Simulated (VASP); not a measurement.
# Bi (Pm-3m) in VASP: further runs

The runs below take Bi through single point, relaxation of cell and atoms, with PBEsol.

All numbers are computed with VASP 6.6.1; they aren't measurements. Logs are shortened: lines on timing, memory, paths and dates and some standing lists are left out, and cuts for length are marked.

### 1 The cell of the first run

Symmetry: Pm-3m, No. 221, cubic system. Conventional cell: a = 3.222 Å, b = 3.222 Å, c = 3.222 Å, α = 90.00°, β = 90.00°, γ = 90.00°. Bi (site symmetry m-3m) has 6 Bi at 3.22 Å within 4.2 Å.

### 2 Single point, PBEsol

INCAR reads:

```
PREC = Accurate ; ENCUT = 520
EDIFF = 1E-7 ; ISMEAR = 0
SIGMA = 0.1 ; LREAL = False
LASPH = True ; NELM = 100
ALGO = Normal ; ISIF = 2
LWAVE = False ; LCHARG = False
GGA = PS ; NBANDS = 14
```

KPOINTS reads:

```
Automatic mesh
0
Gamma
  14 14 14
```

POSCAR reads:

```
Bi
1.0
    3.2222779406      0.0000000000      0.0000000000
    0.0000000000      3.2222779406      0.0000000000
    0.0000000000      0.0000000000      3.2222779406
Bi
1
Direct
    0.0000000000      0.0000000000      0.0000000000
```

Potentials or basis: VASP PAW PBE potentials, release 64 (Bi_d).

The run is started by

```console
> cat potpaw_PBE.64/Bi_d/POTCAR > POTCAR
> mpirun -np 1 vasp_std > vasp.out
```

OUTCAR:

```text
PREC = Accurate
   ENCUT = 520
   EDIFF = 1E-7
   ISMEAR = 0
   LREAL = False
   LASPH = True
   NELM = 100
   ISIF = 2
   GGA = PS

 ion  position               nearest neighbor table
   1  0.000  0.000  0.000-

  LATTYP: Found a simple cubic cell.
 ALAT       =     3.2222779406

  Lattice vectors:

 A1 = (   3.2222779406,   0.0000000000,   0.0000000000)
 A2 = (   0.0000000000,   3.2222779406,   0.0000000000)
 A3 = (   0.0000000000,   0.0000000000,   3.2222779406)

Analysis of symmetry for initial positions (statically):
=====================================================================
 Subroutine PRICEL returns:
 Original cell was already a primitive cell.

 Routine SETGRP: Setting up the symmetry group for a
 simple cubic supercell.

 Subroutine GETGRP returns: Found 48 space group operations
 (whereof 48 operations were pure point group operations)
 out of a pool of 48 trial point group operations.

The static configuration has the point symmetry O_h .

Analysis of symmetry for dynamics (positions and initial velocities):
=====================================================================
 Subroutine PRICEL returns:
 Original cell was already a primitive cell.

 Routine SETGRP: Setting up the symmetry group for a
 simple cubic supercell.

 Subroutine GETGRP returns: Found 48 space group operations
 (whereof 48 operations were pure point group operations)
 out of a pool of 48 trial point group operations.

The dynamic configuration has the point symmetry O_h .

 Subroutine INISYM returns: Found 48 space group operations
 (whereof 48 operations are pure point group operations),
 and found     1 'primitive' translations

----------------------------------------------------------------------------------------

                                     Primitive cell

  volume of cell :      33.4572

  direct lattice vectors                    reciprocal lattice vectors
     3.222277941  0.000000000  0.000000000     0.310339461  0.000000000  0.000000000
     0.000000000  3.222277941  0.000000000     0.000000000  0.310339461  0.000000000
     0.000000000  0.000000000  3.222277941     0.000000000  0.000000000  0.310339461

  length of vectors
     3.222277941  3.222277941  3.222277941     0.310339461  0.310339461  0.310339461

  position of ions in fractional coordinates (direct lattice)
     0.000000000  0.000000000  0.000000000

  ion indices of the primitive-cell ions
   primitive index   ion index
                 1           1

----------------------------------------------------------------------------------------

 KPOINTS: Automatic mesh

Automatic generation of k-mesh.
 Grid dimensions read from file:
 generate k-points for:   14   14   14

 Generating k-lattice:

  Cartesian coordinates                     Fractional coordinates (reciprocal lattice)
     0.022167104  0.000000000  0.000000000     0.071428571  0.000000000  0.000000000
     0.000000000  0.022167104  0.000000000     0.000000000  0.071428571  0.000000000
     0.000000000  0.000000000  0.022167104     0.000000000  0.000000000  0.071428571

  Length of vectors
     0.022167104  0.022167104  0.022167104

  Shift w.r.t. Gamma in fractional coordinates (k-lattice)
     0.000000000  0.000000000  0.000000000

 Subroutine IBZKPT returns following result:
 ===========================================

 Found    120 irreducible k-points:

 Following reciprocal coordinates:
            Coordinates               Weight
  0.000000  0.000000  0.000000      1.000000
  0.071429  0.000000  0.000000      6.000000
  0.142857  0.000000  0.000000      6.000000
  0.214286  0.000000  0.000000      6.000000
  0.285714  0.000000  0.000000      6.000000
  0.357143  0.000000  0.000000      6.000000
[... 16 lines left out ...]
  0.285714  0.214286  0.000000     24.000000
  0.357143  0.214286  0.000000     24.000000
 [... further k-points ...]
   k-points           NKPTS =    120   k-points in BZ     NKDIM =    120   number of bands    NBANDS=     14
   number of dos      NEDOS =    301   number of ions     NIONS =      1
   total plane-waves  NPLWV =  13824
   dimension x,y,z NGX =    24 NGY =   24 NGZ =   24
   dimension x,y,z NGXF=    48 NGYF=   48 NGZF=   48
   ions per type =               1
   NGX,Y,Z   is equivalent  to a cutoff of  12.38, 12.38, 12.38 a.u.
   NGXF,Y,Z  is equivalent  to a cutoff of  24.76, 24.76, 24.76 a.u.
 SYSTEM =  unknown system
   PREC   = accura    normal or accurate (medium, high low for compatibility)
   ISTART =      0    job   : 0-new  1-cont  2-samecut
   ICHARG =      2    charge: 1-file 2-atom 10-const
   ISPIN  =      1    spin polarized calculation?
   LNONCOLLINEAR =      F non collinear calculations
   LSORBIT =      F    spin-orbit coupling
   LASPH  =      T    aspherical Exc in radial PAW
   ENCUT  =  520.0 eV  38.22 Ry    6.18 a.u.   5.99  5.99  5.99*2*pi/ulx,y,z
   NELM   =    100;   NELMIN=  2; NELMDL= -5     # of ELM steps
   EDIFF  = 0.1E-06   stopping-criterion for ELM
   LREAL  =      F    real-space projection
   EDIFFG = 0.1E-05   stopping-criterion for IOM
   NSW    =      0    number of steps for IOM
   IBRION =     -1    ionic relax: 0-MD 1-quasi-New 2-CG
   NFREE  =      0    steps in history (QN), initial steepest desc. (CG)
   ISIF   =      2    stress and relaxation
   ISYM   =      2    0-nonsym 1-usesym 2-fastsym
   POTIM  = 0.5000    time-step for ionic-motion
   TEBEG  =    0.0;   TEEND  =   0.0 temperature during run
   PSTRESS=    0.0 pullay stress
   NELECT =      15.0000    total number of electrons
   NUPDOWN=      -1.0000    fix difference up-down
   EMIN   =  10.00;   EMAX   =-10.00  energy-range for DOS
   EFERMI =   0.00;   METHOD = LEGACY
   ISMEAR =     0;   SIGMA  =   0.10  broadening in eV -4-tet -1-fermi 0-gaus
   EFERMI_NEDOS =   21; number of points for ismear=-14 and -15
   IALGO  =     38    algorithm
   IMIX   =      4    mixing-type and parameters
     AMIX     =   0.40;   BMIX     =  1.00
     AMIX_MAG =   1.60;   BMIX_MAG =  1.00
  volume/ion in A,a.u.               =      33.46       225.78
  Fermi-wavevector in a.u.,A,eV,Ry     =   1.252975  2.367779 21.360402  1.569945
  Thomas-Fermi vector in A             =   2.386849
   LORBIT       =      0    0 simple, 1 ext, 2 COOP (PROOUT), +10 PAW based schemes
   GGA     = PS    functional components
   LHFCALC =     F    Hartree Fock is set to
   AEXX    =    0.0000 exact exchange contribution
   IVDW    =     0    specifies the selected vdW correction
   LEPSILON=     F    determine dielectric tensor
   LRPA    =     F    only Hartree local field effects (RPA)
 non-spin polarized calculation
 Gauss-broadening in eV      SIGMA  =   0.10
  energy-cutoff  :      520.00
  volume of cell :       33.46
 maximum number of plane-waves:       920
 NGX is ok and might be reduce to    24
   NGX = 11   NGY = 11   NGZ = 11

 number of electron      15.0000009 magnetization

 Free energy of the ion-electron system (eV)
  ---------------------------------------------------
  ext. energy  EPLUGINS =         0.00000000
  ---------------------------------------------------
  free energy    TOTEN  =        -4.28187654 eV

  energy without entropy =       -4.27879750  energy(sigma->0) =       -4.28033702

 E-fermi :   6.6513     XC(G=0):  -9.9689

 val. band max:        6.6457474960   @ k =   0.2143   0.2143   0.1429
 cond. band min:       6.6831477082   @ k =   0.5000   0.5000   0.3571
 fundamental gap:      0.0374002121
 Fermi energy:         6.6513134837

 k-point     1 :       0.0000    0.0000    0.0000
  band No.  band energies     occupation
      1     -16.1870      2.00000
      2     -16.1870      2.00000
      3     -15.8319      2.00000
      4     -15.8319      2.00000
      5     -15.8319      2.00000
      6      -6.5726      2.00000
      7       9.9427      0.00000
      8       9.9427      0.00000
      9       9.9427      0.00000
     10      13.1136      0.00000
     11      14.6390      0.00000
     12      14.6390      0.00000
     13      23.7831      0.00000
     14      23.7831      0.00000

 k-point     2 :       0.0714    0.0000    0.0000
  band No.  band energies     occupation
      1     -16.1862      2.00000
      2     -16.1725      2.00000
      3     -15.8365      2.00000
      4     -15.8365      2.00000
      5     -15.8316      2.00000
      6      -6.5069      2.00000
      7       9.0228      0.00000
      8      10.0168      0.00000
      9      10.0168      0.00000
     10      13.4693      0.00000
     11      14.6887      0.00000
     12      15.3785      0.00000
     13      23.2885      0.00000
     14      23.6472      0.00000

 k-point     3 :       0.1429    0.0000    0.0000
  band No.  band energies     occupation
      1     -16.1841      2.00000
      2     -16.1318      2.00000
      3     -15.8493      2.00000
      4     -15.8493      2.00000
      5     -15.8305      2.00000
      6      -6.3124      2.00000
      7       7.3605      0.00000
      8      10.2328      0.00000
      9      10.2328      0.00000
     10      13.8060      0.00000
     11      14.8384      0.00000
     12      17.2319      0.00000
     13      22.2290      0.00000
     14      23.0428      0.00000

 k-point     4 :       0.2143    0.0000    0.0000
  band No.  band energies     occupation
      1     -16.1810      2.00000
      2     -16.0730      2.00000
      3     -15.8678      2.00000
      4     -15.8678      2.00000
      5     -15.8290      2.00000
      6      -5.9984      2.00000
      7       5.6649      2.00000
      8      10.5699      0.00000
      9      10.5699      0.00000
     10      14.1400      0.00000
     11      15.0898      0.00000
     12      19.4704      0.00000
     13      21.0600      0.00000
     14      21.7513      0.00000

 k-point     5 :       0.2857    0.0000    0.0000
  band No.  band energies     occupation
      1     -16.1776      2.00000
      2     -16.0077      2.00000
      3     -15.8882      2.00000
      4     -15.8882      2.00000
      5     -15.8274      2.00000
      6      -5.5891      2.00000
      7       4.1164      2.00000
      8      10.9887      0.00000
      9      10.9887      0.00000
     10      14.5665      0.00000
     11      15.4452      0.00000
[... 276 lines left out ...]
 k-point    22 :       0.2143    0.2143    0.0000
  band No.  band energies     occupation
      1     -16.1233      2.00000
      2     -16.0079      2.00000
      3     -15.9078      2.00000
      4     -15.8652      2.00000
      5     -15.8637      2.00000
      6      -5.4281      2.00000
      7       6.1835      2.00000
      8       6.3702      1.99993
      9      11.2076      0.00000
     10      15.0681      0.00000
     11      16.3307      0.00000
     12      19.9878      0.00000
     13      20.5114      0.00000
     14      21.2310      0.00000

 k-point    23 :       0.2857    0.2143    0.0000
  band No.  band energies     occupation
      1     -16.1103      2.00000
      2     -15.9505      2.00000
      3     -15.9306      2.00000
      4     -15.8847      2.00000
      5     -15.8626      2.00000
      6      -5.0213      2.00000
      7       4.7180      2.00000
      8       6.7029      0.46589
      9      11.6341      0.00000
     10      14.8828      0.00000
     11      15.6234      0.00000
     12      20.3006      0.00000
     13      20.7041      0.00000
     14      21.3327      0.00000

 k-point    24 :       0.3571    0.2143    0.0000
  band No.  band energies     occupation
      1     -16.1030      2.00000
      2     -15.9511      2.00000
      3     -15.9028      2.00000
      4     -15.8942      2.00000
      5     -15.8609      2.00000
      6      -4.5729      2.00000
      7       3.4215      2.00000
      8       7.1633      0.00000
      9      12.0765      0.00000
     10      13.8380      0.00000
     11      16.0558      0.00000
     12      19.2632      0.00000
     13      20.3575      0.00000
     14      21.2677      0.00000

 [... further k-points ...]

------------------------ aborting loop because EDIFF is reached ----------------------------------------

  FORCE on cell =-STRESS in cart. coord.  units (eV):
  Direction    XX          YY          ZZ          XY          YZ          ZX
  --------------------------------------------------------------------------------------
  -------------------------------------------------------------------------------------
  Total       -0.0208766     -0.0208766     -0.0208766     -0.0000000      0.0000000      0.0000000
  in kB       -0.9997251     -0.9997251     -0.9997251     -0.0000000      0.0000000      0.0000000
  external PRESSURE =      -0.9997251 kB  Pullay stress =       0.0000000 kB

 VOLUME and BASIS-vectors are now :
 -----------------------------------------------------------------------------
  energy-cutoff  :      520.00
  volume of cell :       33.46
      direct lattice vectors                 reciprocal lattice vectors
     3.222277941  0.000000000  0.000000000     0.310339461  0.000000000  0.000000000
     0.000000000  3.222277941  0.000000000     0.000000000  0.310339461  0.000000000
     0.000000000  0.000000000  3.222277941     0.000000000  0.000000000  0.310339461

 POSITION                                       TOTAL-FORCE (eV/Angst)
 -----------------------------------------------------------------------------------
      0.00000      0.00000      0.00000         0.000000      0.000000      0.000000
 -----------------------------------------------------------------------------------
    total drift:                                0.000000     -0.000000      0.000000

  FREE ENERGIE OF THE ION-ELECTRON SYSTEM (eV)
  ---------------------------------------------------
  free  energy   TOTEN  =        -4.2818765388 eV

  energy  without entropy=       -4.2787975011  energy(sigma->0) =       -4.28033702
```

It took 25 s on 1 thread of Intel Xeon Platinum 8375C at 2.90GHz (Ice Lake), shared host; peak memory 0.17 GiB.

What came out:

- Free energy: -4.2819 eV
- Pressure: -0.1 GPa

Caveat: the PAW data sets were made with another functional, which shifts forces and pressure a little; spin-orbit coupling is left out, which moves the levels of the heavy elements.

(Continued in part 2 of 2.)
